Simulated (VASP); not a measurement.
Crystal: V3Os.

```xyz
4
Lattice="4.2223 0.0000 0.0000 2.1111 3.6566 0.0000 2.1111 1.2189 3.4475" Properties=species:S:1:pos:R:3 pbc="T T T"
V     2.1111    1.2189    0.8619
V     6.3334    3.6566    2.5856
V     4.2223    2.4377    1.7237
Os    0.0000    0.0000    0.0000
```

Base run:

* Program: VASP 6.6.1
* Functional: LDA
* Potentials or basis: VASP PAW LDA potentials, release 64 (V_sv, Os)
* Cutoff: 520 eV
* k mesh: 7 × 7 × 7
* Occupations: fermi-dirac, width 0.1 eV
* Spin: collinear spin, ferromagnetic start
* Starting moments: [1.37, 1.37, 1.83, 0.26] μB
* Fixed moment: 5.4 μB

Its results: pressure 4.9 GPa; site moments V +1.31, +1.75 (each value once); Os +0.34 μB.

**Question.** After a change of settings the same cell gave: pressure 0.8 GPa; site moments V +1.07, +1.49 (each value once); Os +0.28 μB. Which change was it?
A. fixed moment from 5.4 μB to 3.6 μB; moments at the start from [1.37, 1.37, 1.83, 0.26] to [0.87, 0.87, 1.28, 0.19]
B. fixed moment from 5.4 μB to 1.8 μB; moments at the start from [1.37, 1.37, 1.83, 0.26] to [0.34, 0.34, 0.77, 0.12]
C. fixed moment from 5.4 μB to 2.7 μB; moments at the start from [1.37, 1.37, 1.83, 0.26] to [0.6, 0.6, 1.02, 0.15]
D. fixed moment from 5.4 μB to 4.5 μB; moments at the start from [1.37, 1.37, 1.83, 0.26] to [1.12, 1.12, 1.56, 0.22]

**Answer.** D.

Caveats: the total moment is fixed, so each spin has its own Fermi level; the cell stands under pressure (at least some runs).
